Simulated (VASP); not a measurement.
A run of VASP 6.6.1 is set up as follows.

File INCAR:

```
SYSTEM = SnO
ALGO = Normal ; EDIFF = 1E-7
ENCUT = 520 ; GGA = PE
ISIF = 2 ; ISMEAR = 0
LASPH = .TRUE. ; LCHARG = .TRUE.
LELF = .TRUE. ; LREAL = .FALSE.
LVHAR = .TRUE. ; LWAVE = .FALSE.
NBANDS = 28 ; NELM = 60
PREC = Accurate ; SIGMA = 0.01
```

KPOINTS

```
k-points
0
G
  10 10 8
  0 0 0
```

The input POSCAR:

```
SnO
1.0
    3.7908975680      0.0000000000      0.0000000000
    0.0000000000      3.8876041386      0.0000000000
    0.0000000000      0.0000000000      5.0915713941
Sn O
2 2
Direct
    0.0000000000      0.5000000000      0.2287756820
    0.5000000000      0.0000000000      0.7712243180
    0.5000000000      0.5000000000      0.0000000000
    0.0000000000      0.0000000000      0.0000000000
```

Potentials or basis: VASP PAW PBE potentials, release 64 (Sn_d, O).

The run is started by

```console
$ cat potpaw_PBE.64/Sn_d/POTCAR potpaw_PBE.64/O/POTCAR > POTCAR
$ mpirun -np 1 vasp_std > vasp.out
```

(1) What does it give for the pressure?

(2) Predict the band gap on the k mesh.

(3) Estimate the largest force.

Results:

(1) 1.3 GPa.

(2) 0.43 eV (least direct gap 1.93 eV).

(3) 0.165 eV/Å.

Caveat: the cell differs from its parent crystal (uniaxial strain along a: -2.0 %); spin-orbit coupling is left out, which moves the levels of the heavy elements.
